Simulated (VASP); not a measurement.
# CuAs (P6_3/mmc) in VASP: further runs

Runs on CuAs. Level: LDA. Tasks: single point.

All numbers are computed with VASP 6.6.1; they aren't measurements. Logs are shortened: lines on timing, memory, paths and dates and some standing lists are left out, and cuts for length are marked.

**1. The cell of the first run**

The structure is hexagonal, space group P6_3/mmc (No. 194). Conventional cell: a = 3.515 Å, b = 3.515 Å, c = 4.599 Å, α = 90.00°, β = 90.00°, γ = 120.00°. Cu (site symmetry -3m) has 2 Cu at 2.30 Å and 6 As at 2.33 Å within 3.0 Å. As (site symmetry -6m2) has 6 Cu at 2.33 Å and 6 As at 3.07 Å within 3.1 Å.

**2. Single point, LDA**

Input file INCAR:

```
SYSTEM = CuAs
PREC = Accurate
ENCUT = 520
EDIFF = 1E-6
ISMEAR = 0
SIGMA = 0.15
LREAL = .False.
LASPH = .True.
NELM = 80
ALGO = Normal
ISIF = 2
LWAVE = .False.
LCHARG = .False.
GGA = CA
NBANDS = 24
```

Input file KPOINTS:

```
regular mesh
0
Gamma
  12 12 8
  0 0 0
```

Input file POSCAR:

```
CuAs
1.0
    3.5151000000      0.0000000000      0.0000000000
   -1.7575500000      3.0441658968      0.0000000000
    0.0000000000      0.0000000000      4.5989000000
Cu As
2 2
Direct
    0.0000000000      0.0000000000      0.5000000000
    0.0000000000      0.0000000000      0.0000000000
    0.6666666667      0.3333333333      0.7500000000
    0.3333333333      0.6666666667      0.2500000000
```

Potentials or basis: VASP PAW LDA potentials, release 64 (Cu, As).

The run is started by

```sh
$ cat potpaw_LDA.64/Cu/POTCAR potpaw_LDA.64/As/POTCAR > POTCAR
$ mpirun -np 1 vasp_std > vasp.out
```

OUTCAR:

```text
SYSTEM = CuAs
   PREC = Accurate
   ENCUT = 520
   EDIFF = 1E-6
   ISMEAR = 0
   LREAL = .False.
   LASPH = .True.
   NELM = 80
   ISIF = 2
   GGA = CA

 ion  position               nearest neighbor table
   1  0.000  0.000  0.500-   2 2.30   2 2.30   4 2.33   3 2.33   4 2.33   3 2.33   3 2.33   4 2.33

   2  0.000  0.000  0.000-   1 2.30   1 2.30   4 2.33   3 2.33   4 2.33   3 2.33   3 2.33   4 2.33

   3  0.667  0.333  0.750-   1 2.33   2 2.33   1 2.33   2 2.33   1 2.33   2 2.33
   4  0.333  0.667  0.250-   1 2.33   2 2.33   1 2.33   2 2.33   1 2.33   2 2.33

  LATTYP: Found a hexagonal cell.
 ALAT       =     3.5151000000
 C/A-ratio  =     1.3083269324

  Lattice vectors:

 A1 = (   3.5151000000,   0.0000000000,   0.0000000000)
 A2 = (  -1.7575500000,   3.0441658968,   0.0000000000)
 A3 = (   0.0000000000,   0.0000000000,   4.5989000000)

Analysis of symmetry for initial positions (statically):
=====================================================================
 Subroutine PRICEL returns:
 Original cell was already a primitive cell.

 Routine SETGRP: Setting up the symmetry group for a
 hexagonal supercell.

 Subroutine GETGRP returns: Found 24 space group operations
 (whereof 12 operations were pure point group operations)
 out of a pool of 24 trial point group operations.

The static configuration has the point symmetry D_3d.
 The point group associated with its full space group is D_6h.

Analysis of symmetry for dynamics (positions and initial velocities):
=====================================================================
 Subroutine PRICEL returns:
 Original cell was already a primitive cell.

 Routine SETGRP: Setting up the symmetry group for a
 hexagonal supercell.

 Subroutine GETGRP returns: Found 24 space group operations
 (whereof 12 operations were pure point group operations)
 out of a pool of 24 trial point group operations.

The dynamic configuration has the point symmetry D_3d.
 The point group associated with its full space group is D_6h.

 Subroutine INISYM returns: Found 24 space group operations
 (whereof 12 operations are pure point group operations),
 and found     1 'primitive' translations

----------------------------------------------------------------------------------------

                                     Primitive cell

  volume of cell :      49.2107

  direct lattice vectors                    reciprocal lattice vectors
     3.515100000  0.000000000  0.000000000     0.284486928  0.164248604  0.000000000
    -1.757550000  3.044165897  0.000000000     0.000000000  0.328497209  0.000000000
     0.000000000  0.000000000  4.598900000     0.000000000  0.000000000  0.217443302

  length of vectors
     3.515100000  3.515100000  4.598900000     0.328497209  0.328497209  0.217443302

  position of ions in fractional coordinates (direct lattice)
     0.000000000  0.000000000  0.500000000
     0.000000000  0.000000000  0.000000000
     0.666666667  0.333333333  0.750000000
     0.333333333  0.666666667  0.250000000

  ion indices of the primitive-cell ions
   primitive index   ion index
                 1           1
                 2           2
                 3           3
                 4           4

----------------------------------------------------------------------------------------

 KPOINTS: regular mesh

Automatic generation of k-mesh.
 Grid dimensions read from file:
 generate k-points for:   12   12    8

 Generating k-lattice:

  Cartesian coordinates                     Fractional coordinates (reciprocal lattice)
     0.023707244  0.013687384  0.000000000     0.083333333  0.000000000  0.000000000
     0.000000000  0.027374767  0.000000000     0.000000000  0.083333333  0.000000000
     0.000000000  0.000000000  0.027180413     0.000000000  0.000000000  0.125000000

  Length of vectors
     0.027374767  0.027374767  0.027180413

  Shift w.r.t. Gamma in fractional coordinates (k-lattice)
     0.000000000  0.000000000  0.000000000

 Subroutine IBZKPT returns following result:
 ===========================================

 Found     95 irreducible k-points:

 Following reciprocal coordinates:
            Coordinates               Weight
  0.000000  0.000000  0.000000      1.000000
  0.083333  0.000000  0.000000      6.000000
  0.166667  0.000000  0.000000      6.000000
  0.250000  0.000000  0.000000      6.000000
  0.333333  0.000000  0.000000      6.000000
  0.416667  0.000000  0.000000      6.000000
[... 16 lines left out ...]
  0.250000  0.000000  0.125000     12.000000
  0.333333  0.000000  0.125000     12.000000
 [... further k-points ...]
   k-points           NKPTS =     95   k-points in BZ     NKDIM =     95   number of bands    NBANDS=     24
   number of dos      NEDOS =    301   number of ions     NIONS =      4
   total plane-waves  NPLWV =  28224
   dimension x,y,z NGX =    28 NGY =   28 NGZ =   36
   dimension x,y,z NGXF=    56 NGYF=   56 NGZF=   72
   ions per type =               2   2
   NGX,Y,Z   is equivalent  to a cutoff of  13.24, 13.24, 13.01 a.u.
   NGXF,Y,Z  is equivalent  to a cutoff of  26.49, 26.49, 26.03 a.u.
 SYSTEM =  CuAs
   PREC   = accura    normal or accurate (medium, high low for compatibility)
   ISTART =      0    job   : 0-new  1-cont  2-samecut
   ICHARG =      2    charge: 1-file 2-atom 10-const
   ISPIN  =      1    spin polarized calculation?
   LNONCOLLINEAR =      F non collinear calculations
   LSORBIT =      F    spin-orbit coupling
   LASPH  =      T    aspherical Exc in radial PAW
   ENCUT  =  520.0 eV  38.22 Ry    6.18 a.u.   6.54  6.54  8.55*2*pi/ulx,y,z
   NELM   =     80;   NELMIN=  2; NELMDL= -5     # of ELM steps
   EDIFF  = 0.1E-05   stopping-criterion for ELM
   LREAL  =      F    real-space projection
   EDIFFG = 0.1E-04   stopping-criterion for IOM
   NSW    =      0    number of steps for IOM
   IBRION =     -1    ionic relax: 0-MD 1-quasi-New 2-CG
   NFREE  =      0    steps in history (QN), initial steepest desc. (CG)
   ISIF   =      2    stress and relaxation
   ISYM   =      2    0-nonsym 1-usesym 2-fastsym
   POTIM  = 0.5000    time-step for ionic-motion
   TEBEG  =    0.0;   TEEND  =   0.0 temperature during run
   PSTRESS=    0.0 pullay stress
   NELECT =      32.0000    total number of electrons
   NUPDOWN=      -1.0000    fix difference up-down
   EMIN   =  10.00;   EMAX   =-10.00  energy-range for DOS
   EFERMI =   0.00;   METHOD = LEGACY
   ISMEAR =     0;   SIGMA  =   0.15  broadening in eV -4-tet -1-fermi 0-gaus
   EFERMI_NEDOS =   21; number of points for ismear=-14 and -15
   IALGO  =     38    algorithm
   IMIX   =      4    mixing-type and parameters
     AMIX     =   0.40;   BMIX     =  1.00
     AMIX_MAG =   1.60;   BMIX_MAG =  1.00
  volume/ion in A,a.u.               =      12.30        83.02
  Fermi-wavevector in a.u.,A,eV,Ry     =   1.418311  2.680219 27.369566  2.011606
  Thomas-Fermi vector in A             =   2.539450
   LORBIT       =      0    0 simple, 1 ext, 2 COOP (PROOUT), +10 PAW based schemes
   GGA     = CA    functional components
   LHFCALC =     F    Hartree Fock is set to
   AEXX    =    0.0000 exact exchange contribution
   IVDW    =     0    specifies the selected vdW correction
   LEPSILON=     F    determine dielectric tensor
   LRPA    =     F    only Hartree local field effects (RPA)
 non-spin polarized calculation
 Gauss-broadening in eV      SIGMA  =   0.15
  energy-cutoff  :      520.00
  volume of cell :       49.21
 maximum number of plane-waves:      1373
 NGX is ok and might be reduce to    28
   NGX = 13   NGY = 13   NGZ = 17

 number of electron      31.9999993 magnetization

 Free energy of the ion-electron system (eV)
  ---------------------------------------------------
  ext. energy  EPLUGINS =         0.00000000
  ---------------------------------------------------
  free energy    TOTEN  =       -18.90184905 eV

  energy without entropy =      -18.88642747  energy(sigma->0) =      -18.89413826

 E-fermi :  10.2250     XC(G=0): -12.7641

 val. band max:       10.2084312325   @ k =   0.3333   0.3333   0.1250
 cond. band min:      10.2404744693   @ k =   0.3333   0.1667   0.2500
 fundamental gap:      0.0320432367
 Fermi energy:        10.2249666517

 k-point     1 :       0.0000    0.0000    0.0000
  band No.  band energies     occupation
      1      -5.9378      2.00000
      2      -0.6595      2.00000
      3       1.8097      2.00000
      4       3.4701      2.00000
      5       3.4701      2.00000
      6       3.8919      2.00000
[... 16 lines left out ...]
     23      19.8801      0.00000
     24      19.8801      0.00000

 k-point     2 :       0.0833    0.0000    0.0000
  band No.  band energies     occupation
      1      -5.8325      2.00000
      2      -0.6835      2.00000
      3       1.9231      2.00000
      4       3.4926      2.00000
      5       3.5259      2.00000
      6       3.8742      2.00000
[... 16 lines left out ...]
     23      18.8448      0.00000
     24      19.0974      0.00000

 k-point     3 :       0.1667    0.0000    0.0000
  band No.  band energies     occupation
      1      -5.5200      2.00000
      2      -0.7638      2.00000
      3       2.2575      2.00000
      4       3.5508      2.00000
      5       3.6377      2.00000
      6       3.8177      2.00000
[... 16 lines left out ...]
     23      18.0286      0.00000
     24      18.1809      0.00000

 k-point     4 :       0.2500    0.0000    0.0000
  band No.  band energies     occupation
      1      -5.0112      2.00000
      2      -0.9291      2.00000
      3       2.7911      2.00000
      4       3.3106      2.00000
      5       3.6168      2.00000
      6       3.9176      2.00000
[... 16 lines left out ...]
     23      18.2884      0.00000
     24      18.9125      0.00000

 k-point     5 :       0.3333    0.0000    0.0000
  band No.  band energies     occupation
      1      -4.3303      2.00000
      2      -1.2391      2.00000
      3       2.5564      2.00000
      4       3.4591      2.00000
      5       3.6557      2.00000
      6       3.9673      2.00000
[... 451 lines left out ...]
 k-point    22 :       0.1667    0.0000    0.1250
  band No.  band energies     occupation
      1      -5.4171      2.00000
      2      -1.2143      2.00000
      3       2.5419      2.00000
      4       3.6048      2.00000
      5       3.8276      2.00000
      6       3.9391      2.00000
[... 16 lines left out ...]
     23      18.7212      0.00000
     24      18.7929      0.00000

 k-point    23 :       0.2500    0.0000    0.1250
  band No.  band energies     occupation
      1      -4.9123      2.00000
      2      -1.2172      2.00000
      3       2.6487      2.00000
      4       3.5092      2.00000
      5       3.6665      2.00000
      6       4.1313      2.00000
[... 16 lines left out ...]
     23      18.7101      0.00000
     24      19.2400      0.00000

 k-point    24 :       0.3333    0.0000    0.1250
  band No.  band energies     occupation
      1      -4.2386      2.00000
      2      -1.3719      2.00000
      3       2.3944      2.00000
      4       3.3205      2.00000
      5       3.7014      2.00000
      6       4.0966      2.00000
[... 16 lines left out ...]
     23      20.0118      0.00000
     24      20.6092      0.00000

 [... further k-points ...]
[... 5 lines left out ...]
  --------------------------------------------------------------------------------------
  -------------------------------------------------------------------------------------
  Total       13.2055642     13.2055642     12.3871112      0.0000000     -0.0000000      0.0000000
  in kB      429.9397275    429.9397275    403.2929699      0.0000000     -0.0000000      0.0000000
  external PRESSURE =     421.0574749 kB  Pullay stress =       0.0000000 kB

 VOLUME and BASIS-vectors are now :
 -----------------------------------------------------------------------------
  energy-cutoff  :      520.00
  volume of cell :       49.21
      direct lattice vectors                 reciprocal lattice vectors
     3.515100000  0.000000000  0.000000000     0.284486928  0.164248604  0.000000000
    -1.757550000  3.044165897  0.000000000     0.000000000  0.328497209  0.000000000
     0.000000000  0.000000000  4.598900000     0.000000000  0.000000000  0.217443302

 POSITION                                       TOTAL-FORCE (eV/Angst)
 -----------------------------------------------------------------------------------
      0.00000      0.00000      2.29945        -0.000000      0.000000      0.000000
      0.00000      0.00000      0.00000        -0.000000      0.000000      0.000000
      1.75755      1.01472      3.44918         0.000000     -0.000000     -0.000000
     -0.00000      2.02944      1.14973        -0.000000      0.000000      0.000000
 -----------------------------------------------------------------------------------
    total drift:                               -0.000000      0.000000      0.000000

  FREE ENERGIE OF THE ION-ELECTRON SYSTEM (eV)
  ---------------------------------------------------
  free  energy   TOTEN  =       -18.9018490536 eV

  energy  without entropy=      -18.8864274723  energy(sigma->0) =      -18.89413826
```

Run time: 82 s. Hardware: 1 thread of AMD EPYC 9R45 (Zen 5), shared host; peak memory 0.19 GiB.

Results:

| Item | Value |
| --- | --- |
| Free energy | -18.9018 eV |
| Pressure | 42.1 GPa |
| Band gap on the k mesh | zero (band 16 reaches 11.83 eV, above the bottom of band 17 at 9.23 eV) |

Stress tensor (GPa, compression positive):
```
42.99  0.00  0.00
 0.00 42.99  0.00
 0.00  0.00 40.33
```

**3. Single point, LDA**

This run uses another cell than the first one, of 12.56 Å³/atom, 1.021 times its volume.

Input file INCAR:

```
SYSTEM = CuAs
PREC = Accurate
ENCUT = 520
EDIFF = 1E-6
ISMEAR = 0
SIGMA = 0.15
LREAL = .FALSE.
LASPH = .TRUE.
NELM = 80
ALGO = Normal
ISIF = 2
LWAVE = .FALSE.
LCHARG = .TRUE.
LELF = .TRUE.
LVHAR = .TRUE.
NBANDS = 24
```

Input file KPOINTS:

```
Automatic mesh
0
G
  12 12 8
  0 0 0
```

Input file POSCAR:

```
CuAs
1.0
    3.6033000000      0.0000000000      0.0000000000
   -1.8016500000      3.1205493375      0.0000000000
    0.0000000000      0.0000000000      4.4694000000
Cu As
2 2
Direct
    0.0000000000      0.0000000000      0.5000000000
    0.0000000000      0.0000000000      0.0000000000
    0.6666666667      0.3333333333      0.7500000000
    0.3333333333      0.6666666667      0.2500000000
```

Potentials or basis: VASP PAW LDA potentials, release 64 (Cu, As).

The run is started by

```sh
$ cat potpaw_LDA.64/Cu/POTCAR potpaw_LDA.64/As/POTCAR > POTCAR
$ mpirun -np 1 vasp_std > vasp.out
```

Run time: 87 s. Hardware: 1 thread of AMD EPYC 9R45 (Zen 5), shared host; peak memory 0.19 GiB.

It converged, with:

```
Free energy            : -19.1238 eV
Pressure               : 36.3 GPa
Band gap on the k mesh : zero (band 16 reaches 11.15 eV, above the bottom of band 17 at 8.93 eV)
```

Stress tensor (GPa, compression positive):
```
33.34  0.00  0.00
 0.00 33.34  0.00
 0.00  0.00 42.32
```

Levels at points of the mesh, in eV from the Fermi level:
| k point | band 13 | band 14 | band 15 | band 16 | band 17 | band 18 | band 19 | band 20 |
| --- | --- | --- | --- | --- | --- | --- | --- | --- |
| (0.00, 0.00, 0.00) | -1.79 | -0.72 | -0.72 | 1.25 | 1.25 | 2.18 | 3.43 | 5.08 |
| (0.50, 0.00, 0.00) | -3.90 | -3.75 | -3.69 | -2.42 | 0.18 | 3.00 | 3.26 | 5.37 |
| (0.00, 0.00, 0.50) | -0.84 | -0.84 | 0.98 | 0.98 | 0.98 | 0.98 | 5.13 | 5.13 |
| (0.50, 0.00, 0.50) | -4.27 | -4.27 | -1.18 | -1.18 | 0.56 | 0.56 | 5.65 | 5.65 |

**4. Single point, LDA**

This run uses another cell than the first one, of 12.65 Å³/atom, 1.028 times its volume.

Input file INCAR:

```
ALGO = Normal
EDIFF = 1E-7
ENCUT = 520
ISIF = 2
ISMEAR = 0
LASPH = T
LCHARG = F
LREAL = F
LWAVE = F
NBANDS = 24
NELM = 60
PREC = Accurate
SIGMA = 0.15
```

Input file KPOINTS:

```
k-points
0
Gamma
  12 12 8
```

Input file POSCAR:

```
CuAs
1.0
    3.5151000000      0.0000000000      0.0000000000
   -1.7575500000      3.0441658968      0.0000000000
    0.0000000000      0.0000000000      4.7285000000
Cu As
2 2
Direct
    0.0000000000      0.0000000000      0.5000000000
    0.0000000000      0.0000000000      0.0000000000
    0.6666666667      0.3333333333      0.7500000000
    0.3333333333      0.6666666667      0.2500000000
```

Potentials or basis: VASP PAW LDA potentials, release 64 (Cu, As).

The run is started by

```sh
$ cat potpaw_LDA.64/Cu/POTCAR potpaw_LDA.64/As/POTCAR > POTCAR
$ mpirun -np 1 vasp_std > vasp.out
```

OUTCAR:

```text
EDIFF = 1E-7
   ENCUT = 520
   ISIF = 2
   ISMEAR = 0
   LASPH = T
   LREAL = F
   NELM = 60
   PREC = Accurate

 ion  position               nearest neighbor table
   1  0.000  0.000  0.500-   3 2.35   4 2.35   4 2.35   3 2.35   3 2.35   4 2.35   2 2.36   2 2.36

   2  0.000  0.000  0.000-   3 2.35   4 2.35   4 2.35   3 2.35   3 2.35   4 2.35   1 2.36   1 2.36

   3  0.667  0.333  0.750-   1 2.35   2 2.35   1 2.35   2 2.35   1 2.35   2 2.35
   4  0.333  0.667  0.250-   1 2.35   2 2.35   1 2.35   2 2.35   1 2.35   2 2.35
[... 845 lines left out ...]
     24      20.3550      0.00000

 [... further k-points ...]
[... 5 lines left out ...]
  --------------------------------------------------------------------------------------
  -------------------------------------------------------------------------------------
  Total       11.5619700     11.5619700      9.2624384      0.0000000      0.0000000      0.0000000
  in kB      366.1112085    366.1112085    293.2962559      0.0000000      0.0000000      0.0000000
  external PRESSURE =     341.8395577 kB  Pullay stress =       0.0000000 kB

 VOLUME and BASIS-vectors are now :
 -----------------------------------------------------------------------------
  energy-cutoff  :      520.00
  volume of cell :       50.60
      direct lattice vectors                 reciprocal lattice vectors
     3.515100000  0.000000000  0.000000000     0.284486928  0.164248604  0.000000000
    -1.757550000  3.044165897  0.000000000     0.000000000  0.328497209  0.000000000
     0.000000000  0.000000000  4.728500000     0.000000000  0.000000000  0.211483557

 POSITION                                       TOTAL-FORCE (eV/Angst)
 -----------------------------------------------------------------------------------
      0.00000      0.00000      2.36425         0.000000     -0.000000      0.000000
      0.00000      0.00000      0.00000         0.000000     -0.000000      0.000000
      1.75755      1.01472      3.54638         0.000000     -0.000000     -0.000000
     -0.00000      2.02944      1.18213        -0.000000      0.000000     -0.000000
 -----------------------------------------------------------------------------------
    total drift:                               -0.000000      0.000000      0.000000

  FREE ENERGIE OF THE ION-ELECTRON SYSTEM (eV)
  ---------------------------------------------------
  free  energy   TOTEN  =       -19.2021549024 eV

  energy  without entropy=      -19.1851845990  energy(sigma->0) =      -19.19366975
```

It took 77 s on 1 thread of AMD EPYC 9R45 (Zen 5), shared host; peak memory 0.19 GiB.

Results:

| Item | Value |
| --- | --- |
| Free energy | -19.2022 eV |
| Pressure | 34.2 GPa |
| Band gap on the k mesh | zero (band 16 reaches 11.51 eV, above the bottom of band 17 at 8.75 eV) |

Stress tensor (GPa, compression positive):
```
36.61  0.00  0.00
 0.00 36.61  0.00
 0.00  0.00 29.33
```

**5. The runs side by side**

| cell | gap on the mesh (eV) | pressure (GPa) |
| --- | --- | --- |
| a = 3.515, b = 3.515, c = 4.599 Å, angles 90.0, 90.0, 120.0°, 4 atoms | none | 42.1 |
| a = 3.603, b = 3.603, c = 4.469 Å, angles 90.0, 90.0, 120.0°, 4 atoms | none | 36.3 |
| a = 3.515, b = 3.515, c = 4.729 Å, angles 90.0, 90.0, 120.0°, 4 atoms | none | 34.2 |

Alike in all rows: task single point; level LDA; potentials or basis VASP PAW LDA potentials, release 64 (Cu, As); no spin polarisation; k mesh 12 × 12 × 8; cutoff (eV) 520; smearing gaussian 0.15 eV.

Total energies depend on the potentials used, so only differences within one code and one set of settings carry meaning.
